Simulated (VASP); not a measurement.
# PbS (Galena) (Fm-3m) in VASP: further runs

Aim: see how the results for PbS (Galena) move with the level of theory and the settings. Levels: PBE, revPBE, BLYP. Tasks: single point, relaxation of cell and atoms.

Everything below comes from runs of VASP 6.6.1. Logs are shortened: lines on timing, memory, paths and dates and some standing lists are left out, and cuts for length are marked.

**1. The cell of the first run**

Symmetry: Fm-3m, No. 225, cubic system. Conventional cell: a = 5.931 Å, b = 5.931 Å, c = 5.931 Å, α = 90.00°, β = 90.00°, γ = 90.00°. Pb (site symmetry m-3m) has 6 S at 2.97 Å within 3.9 Å. Within 3.9 Å of S (site symmetry m-3m) lie 6 Pb at 2.97 Å.

**2. Single point, PBE**

File INCAR:

```
  PREC = Accurate
  ENCUT = 520
  EDIFF = 1E-7
  ISMEAR = 0
  SIGMA = 0.024
  LREAL = False
  LASPH = True
  NELM = 80
  ALGO = Normal
  ISIF = 2
  LWAVE = False
  LCHARG = False
  GGA = PE
  NBANDS = 17
```

File KPOINTS:

```
Automatic mesh
0
Gamma
  8 8 8
```

File POSCAR:

```
PbS
1.0
    0.0000000000      2.9657500000      2.9657500000
    2.9657500000      0.0000000000      2.9657500000
    2.9657500000      2.9657500000      0.0000000000
Pb S
1 1
Direct
    0.0000000000      0.0000000000      0.0000000000
    0.5000000000      0.5000000000      0.5000000000
```

Potentials or basis: VASP PAW PBE potentials, release 64 (Pb_d, S).

On the command line:

```
cat potpaw_PBE.64/Pb_d/POTCAR potpaw_PBE.64/S/POTCAR > POTCAR
mpirun -np 1 vasp_std > vasp.out
```

OUTCAR:

```text
PREC = Accurate
   ENCUT = 520
   EDIFF = 1E-7
   ISMEAR = 0
   LREAL = False
   LASPH = True
   NELM = 80
   ISIF = 2
   GGA = PE

 ion  position               nearest neighbor table
   1  0.000  0.000  0.000-   2 2.97   2 2.97   2 2.97   2 2.97   2 2.97   2 2.97
   2  0.500  0.500  0.500-   1 2.97   1 2.97   1 2.97   1 2.97   1 2.97   1 2.97

  LATTYP: Found a face centered cubic cell.
 ALAT       =     5.9315000000

  Lattice vectors:

 A1 = (   0.0000000000,   2.9657500000,   2.9657500000)
 A2 = (   2.9657500000,   0.0000000000,   2.9657500000)
 A3 = (   2.9657500000,   2.9657500000,   0.0000000000)

Analysis of symmetry for initial positions (statically):
=====================================================================
 Subroutine PRICEL returns:
 Original cell was already a primitive cell.

 Routine SETGRP: Setting up the symmetry group for a
 face centered cubic supercell.

 Subroutine GETGRP returns: Found 48 space group operations
 (whereof 48 operations were pure point group operations)
 out of a pool of 48 trial point group operations.

The static configuration has the point symmetry O_h .

Analysis of symmetry for dynamics (positions and initial velocities):
=====================================================================
 Subroutine PRICEL returns:
 Original cell was already a primitive cell.

 Routine SETGRP: Setting up the symmetry group for a
 face centered cubic supercell.

 Subroutine GETGRP returns: Found 48 space group operations
 (whereof 48 operations were pure point group operations)
 out of a pool of 48 trial point group operations.

The dynamic configuration has the point symmetry O_h .

 Subroutine INISYM returns: Found 48 space group operations
 (whereof 48 operations are pure point group operations),
 and found     1 'primitive' translations

----------------------------------------------------------------------------------------

                                     Primitive cell

  volume of cell :      52.1715

  direct lattice vectors                    reciprocal lattice vectors
     0.000000000  2.965750000  2.965750000    -0.168591419  0.168591419  0.168591419
     2.965750000  0.000000000  2.965750000     0.168591419 -0.168591419  0.168591419
     2.965750000  2.965750000  0.000000000     0.168591419  0.168591419 -0.168591419

  length of vectors
     4.194203873  4.194203873  4.194203873     0.292008903  0.292008903  0.292008903

  position of ions in fractional coordinates (direct lattice)
     0.000000000  0.000000000  0.000000000
     0.500000000  0.500000000  0.500000000

  ion indices of the primitive-cell ions
   primitive index   ion index
                 1           1
                 2           2

----------------------------------------------------------------------------------------

 KPOINTS: Automatic mesh

Automatic generation of k-mesh.
 Grid dimensions read from file:
 generate k-points for:    8    8    8

 Generating k-lattice:

  Cartesian coordinates                     Fractional coordinates (reciprocal lattice)
    -0.021073927  0.021073927  0.021073927     0.125000000  0.000000000  0.000000000
     0.021073927 -0.021073927  0.021073927     0.000000000  0.125000000  0.000000000
     0.021073927  0.021073927 -0.021073927     0.000000000  0.000000000  0.125000000

  Length of vectors
     0.036501113  0.036501113  0.036501113

  Shift w.r.t. Gamma in fractional coordinates (k-lattice)
     0.000000000  0.000000000  0.000000000

 Subroutine IBZKPT returns following result:
 ===========================================

 Found     29 irreducible k-points:

 Following reciprocal coordinates:
            Coordinates               Weight
  0.000000  0.000000  0.000000      1.000000
  0.125000  0.000000  0.000000      8.000000
  0.250000  0.000000  0.000000      8.000000
  0.375000  0.000000  0.000000      8.000000
  0.500000  0.000000  0.000000      4.000000
  0.125000  0.125000  0.000000      6.000000
[... 16 lines left out ...]
  0.500000  0.250000  0.125000     48.000000
 -0.375000  0.250000  0.125000     24.000000
 [... further k-points ...]
   k-points           NKPTS =     29   k-points in BZ     NKDIM =     29   number of bands    NBANDS=     17
   number of dos      NEDOS =    301   number of ions     NIONS =      2
   total plane-waves  NPLWV =  32768
   dimension x,y,z NGX =    32 NGY =   32 NGZ =   32
   dimension x,y,z NGXF=    64 NGYF=   64 NGZF=   64
   ions per type =               1   1
   NGX,Y,Z   is equivalent  to a cutoff of  12.68, 12.68, 12.68 a.u.
   NGXF,Y,Z  is equivalent  to a cutoff of  25.37, 25.37, 25.37 a.u.
 SYSTEM =  unknown system
   PREC   = accura    normal or accurate (medium, high low for compatibility)
   ISTART =      0    job   : 0-new  1-cont  2-samecut
   ICHARG =      2    charge: 1-file 2-atom 10-const
   ISPIN  =      1    spin polarized calculation?
   LNONCOLLINEAR =      F non collinear calculations
   LSORBIT =      F    spin-orbit coupling
   LASPH  =      T    aspherical Exc in radial PAW
   ENCUT  =  520.0 eV  38.22 Ry    6.18 a.u.   7.80  7.80  7.80*2*pi/ulx,y,z
   NELM   =     80;   NELMIN=  2; NELMDL= -5     # of ELM steps
   EDIFF  = 0.1E-06   stopping-criterion for ELM
   LREAL  =      F    real-space projection
   EDIFFG = 0.1E-05   stopping-criterion for IOM
   NSW    =      0    number of steps for IOM
   IBRION =     -1    ionic relax: 0-MD 1-quasi-New 2-CG
   NFREE  =      0    steps in history (QN), initial steepest desc. (CG)
   ISIF   =      2    stress and relaxation
   ISYM   =      2    0-nonsym 1-usesym 2-fastsym
   POTIM  = 0.5000    time-step for ionic-motion
   TEBEG  =    0.0;   TEEND  =   0.0 temperature during run
   PSTRESS=    0.0 pullay stress
   NELECT =      20.0000    total number of electrons
   NUPDOWN=      -1.0000    fix difference up-down
   EMIN   =  10.00;   EMAX   =-10.00  energy-range for DOS
   EFERMI =   0.00;   METHOD = LEGACY
   ISMEAR =     0;   SIGMA  =   0.02  broadening in eV -4-tet -1-fermi 0-gaus
   EFERMI_NEDOS =   21; number of points for ismear=-14 and -15
   IALGO  =     38    algorithm
   IMIX   =      4    mixing-type and parameters
     AMIX     =   0.40;   BMIX     =  1.00
     AMIX_MAG =   1.60;   BMIX_MAG =  1.00
  volume/ion in A,a.u.               =      26.09       176.04
  Fermi-wavevector in a.u.,A,eV,Ry     =   1.189251  2.247359 19.242973  1.414319
  Thomas-Fermi vector in A             =   2.325363
   LORBIT       =      0    0 simple, 1 ext, 2 COOP (PROOUT), +10 PAW based schemes
   GGA     = PE    functional components
   LHFCALC =     F    Hartree Fock is set to
   AEXX    =    0.0000 exact exchange contribution
   IVDW    =     0    specifies the selected vdW correction
   LEPSILON=     F    determine dielectric tensor
   LRPA    =     F    only Hartree local field effects (RPA)
 non-spin polarized calculation
 Gauss-broadening in eV      SIGMA  =   0.02
  energy-cutoff  :      520.00
  volume of cell :       52.17
 maximum number of plane-waves:      1424
   NGX = 15   NGY = 15   NGZ = 15

 number of electron      19.9999998 magnetization

 Free energy of the ion-electron system (eV)
  ---------------------------------------------------
  ext. energy  EPLUGINS =         0.00000000
  ---------------------------------------------------
  free energy    TOTEN  =        -8.75604597 eV

  energy without entropy =       -8.75604597  energy(sigma->0) =       -8.75604597

 E-fermi :   5.9470     XC(G=0):  -9.6824

 val. band max:        5.8228061863   @ k =   0.5000   0.0000   0.0000
 cond. band min:       6.1870790961   @ k =   0.5000   0.0000   0.0000
 fundamental gap:      0.3642729098
 Fermi energy:         5.9470229991

 k-point     1 :       0.0000    0.0000    0.0000
  band No.  band energies     occupation
      1     -11.0018      2.00000
      2     -11.0018      2.00000
      3     -11.0018      2.00000
      4     -10.9853      2.00000
      5     -10.9853      2.00000
      6      -7.7751      2.00000
[... 9 lines left out ...]
     16      12.5529      0.00000
     17      14.4808      0.00000

 k-point     2 :       0.1250    0.0000    0.0000
  band No.  band energies     occupation
      1     -11.0010      2.00000
      2     -10.9988      2.00000
      3     -10.9988      2.00000
      4     -10.9860      2.00000
      5     -10.9860      2.00000
      6      -7.6420      2.00000
[... 9 lines left out ...]
     16      12.9236      0.00000
     17      15.6797      0.00000

 k-point     3 :       0.2500    0.0000    0.0000
  band No.  band energies     occupation
      1     -11.0049      2.00000
      2     -11.0049      2.00000
      3     -10.9996      2.00000
      4     -10.9746      2.00000
      5     -10.9746      2.00000
      6      -7.2723      2.00000
[... 9 lines left out ...]
     16      13.7739      0.00000
     17      17.7155      0.00000

 k-point     4 :       0.3750    0.0000    0.0000
  band No.  band energies     occupation
      1     -11.0149      2.00000
      2     -11.0149      2.00000
      3     -10.9988      2.00000
      4     -10.9592      2.00000
      5     -10.9592      2.00000
      6      -6.7924      2.00000
[... 9 lines left out ...]
     16      14.9995      0.00000
     17      17.6177      0.00000
[... 343 lines left out ...]
      1     -11.0338      2.00000
      2     -11.0054      2.00000
      3     -10.9918      2.00000
      4     -10.9727      2.00000
      5     -10.9634      2.00000
      6      -6.9516      2.00000
[... 9 lines left out ...]
     16      15.6936      0.00000
     17      16.0126      0.00000

 k-point    23 :       0.5000    0.2500    0.1250
  band No.  band energies     occupation
      1     -11.0492      2.00000
      2     -11.0001      2.00000
      3     -10.9942      2.00000
      4     -10.9677      2.00000
      5     -10.9564      2.00000
      6      -6.5239      2.00000
[... 9 lines left out ...]
     16      16.1059      0.00000
     17      17.1198      0.00000

 k-point    24 :      -0.3750    0.2500    0.1250
  band No.  band energies     occupation
      1     -11.0549      2.00000
      2     -11.0028      2.00000
      3     -10.9857      2.00000
      4     -10.9727      2.00000
      5     -10.9516      2.00000
      6      -6.3075      2.00000
[... 9 lines left out ...]
     16      16.7388      0.00000
     17      17.0015      0.00000

 [... further k-points ...]

------------------------ aborting loop because EDIFF is reached ----------------------------------------

  FORCE on cell =-STRESS in cart. coord.  units (eV):
  Direction    XX          YY          ZZ          XY          YZ          ZX
  --------------------------------------------------------------------------------------
  -------------------------------------------------------------------------------------
  Total        0.7029121      0.7029121      0.7029121      0.0000000      0.0000000      0.0000000
  in kB       21.5862881     21.5862881     21.5862881      0.0000000      0.0000000      0.0000000
  external PRESSURE =      21.5862881 kB  Pullay stress =       0.0000000 kB

 VOLUME and BASIS-vectors are now :
 -----------------------------------------------------------------------------
  energy-cutoff  :      520.00
  volume of cell :       52.17
      direct lattice vectors                 reciprocal lattice vectors
     0.000000000  2.965750000  2.965750000    -0.168591419  0.168591419  0.168591419
     2.965750000  0.000000000  2.965750000     0.168591419 -0.168591419  0.168591419
     2.965750000  2.965750000  0.000000000     0.168591419  0.168591419 -0.168591419

 POSITION                                       TOTAL-FORCE (eV/Angst)
 -----------------------------------------------------------------------------------
      0.00000      0.00000      0.00000        -0.000000      0.000000     -0.000000
      2.96575      2.96575      2.96575         0.000000     -0.000000      0.000000
 -----------------------------------------------------------------------------------
    total drift:                                0.000000     -0.000000     -0.000000

  FREE ENERGIE OF THE ION-ELECTRON SYSTEM (eV)
  ---------------------------------------------------
  free  energy   TOTEN  =        -8.7560459714 eV

  energy  without entropy=       -8.7560459714  energy(sigma->0) =       -8.75604597
```

It took 36 s on 1 thread of Intel Xeon 8259CL, shared host; peak memory 0.18 GiB.

Results:

- Free energy: -8.7560 eV
- Pressure: 2.2 GPa
- Band gap on the k mesh: 0.36 eV, direct

Levels at points of the mesh, in eV from the valence-band top:
```tsv
k point	band 8	band 9	band 10	band 11	band 12	band 13
(0.00, 0.00, 0.00)	-2.17	-2.17	-2.17	5.21	5.21	5.21
(0.50, 0.00, 0.00)	-1.78	-1.78	0.00	0.36	1.96	1.96
(0.50, 0.50, 0.00)	-5.20	-3.44	-3.44	3.86	5.58	5.68
```

Caveat: spin-orbit coupling is left out, which moves the levels of the heavy elements.

(Continued in part 2 of 2.)
